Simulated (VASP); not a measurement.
W:

```
W
1.0
     2.81941    0.00000    0.00000
    -1.40970    2.44168    0.00000
     0.00000    0.00000    9.20818
W
4
Cartesian
  0.0000 0.0000 0.0000
  0.0000 0.0000 4.6041
  0.0000 1.6278 2.3020
  1.4097 0.8139 6.9061
```

* Program: VASP 6.6.1
* Task: relaxation of cell and atoms
* Functional: revPBE
* Potentials or basis: VASP PAW PBE potentials, release 64 (W_sv)
* Cutoff: 600 eV
* k mesh: 13 × 13 × 4
* Occupations: fermi-dirac, width 0.1 eV
* Spin: no spin polarisation

At the start: pressure 14.3 GPa; volume 15.85 Å³/atom.

Q: How do energy, volume and symmetry change on relaxing?

A: Over 9 steps the energy falls by 74.2 meV/atom and the volume is 16.68 Å³/atom (+5.3 %); space group P6_3/mmc (No. 194, to 0.05 Å).

Step by step:
```
step  energy change (eV)  largest force (eV/Å)  pressure (GPa)  volume (Å³)
   1              0.0000                0.0000           14.33        63.39
   2              0.8879                0.0000          -30.21        77.25
   3             -0.1672                0.0000           -2.57        67.10
   4             -0.1677                0.0000           -1.82        66.91
   5             -0.2907                0.0000           -1.57        67.03
   6             -0.2953                0.0000           -1.33        67.04
   7             -0.2954                0.0000           -1.31        67.04
   8             -0.2870                0.0000            3.68        65.86
   9             -0.2967                0.0000            0.00        66.72
```

Final structure:
```yaml
crystal:
  lattice:
    - [2.79536, 0.00000, 0.00000]
    - [-1.39768, 2.42086, 0.00000]
    - [0.00000, 0.00000, 9.85940]
  atoms:
    - { symbol: W, position: [0.00000, 0.00000, 0.00000] }
    - { symbol: W, position: [0.00000, 0.00000, 0.50000] }
    - { symbol: W, position: [0.33333, 0.66667, 0.25000] }
    - { symbol: W, position: [0.66667, 0.33333, 0.75000] }
```

Caveat: the PAW data sets were made with another functional, which shifts forces and pressure a little.
